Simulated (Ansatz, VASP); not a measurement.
## One calculation of AlNi, two programs

```
Al Ni
1.0
     2.86217    0.00000    0.00000
     0.00000    4.04771    0.00000
     0.00000    0.00000   25.11928
Al Ni
6 6
Direct
  0.00000 0.50000 0.29858
  0.00000 0.00000 0.37915
  0.00000 0.50000 0.45972
  0.00000 0.00000 0.54028
  0.00000 0.50000 0.62085
  0.00000 0.00000 0.70142
  0.50000 0.00000 0.29858
  0.50000 0.50000 0.37915
  0.50000 0.00000 0.45972
  0.50000 0.50000 0.54028
  0.50000 0.00000 0.62085
  0.50000 0.50000 0.70142
```

Alike in both runs: task single point; functional PBEsol; k mesh 12 × 9 × 1; occupations gaussian, width 0.1 eV; no spin polarisation.

|  | VASP | Ansatz |
| --- | --- | --- |
| version | VASP 6.6.1 | Ansatz 0.2.0 |
| potentials or method | VASP PAW PBE potentials, release 64 (Al, Ni), cutoff 520 eV | scalar-relativistic, plane waves, PAW |
| valence electrons in the cell | 78 | 126 |

Ansatz gave:

```
gap on the k mesh at the Fermi level (eV) : none
rms of the force components (eV/Å)        : 0.234
```

**Question.** Which values does VASP return?

**Answer.** gap on the k mesh at the Fermi level (eV): none; rms of the force components (eV/Å): 0.229.

VASP's potentials were made for PBE, not for PBEsol. A gap of «none» marks a metal or a gap that the smearing closes. With one functional, cell and mesh, what is left measures potentials, basis and numerics. VASP's potentials hold 78 valence electrons a cell and Ansatz's 126, so a difference there can come from the potentials and not from the codes. Ansatz's warnings: xc potential rough in thin density.
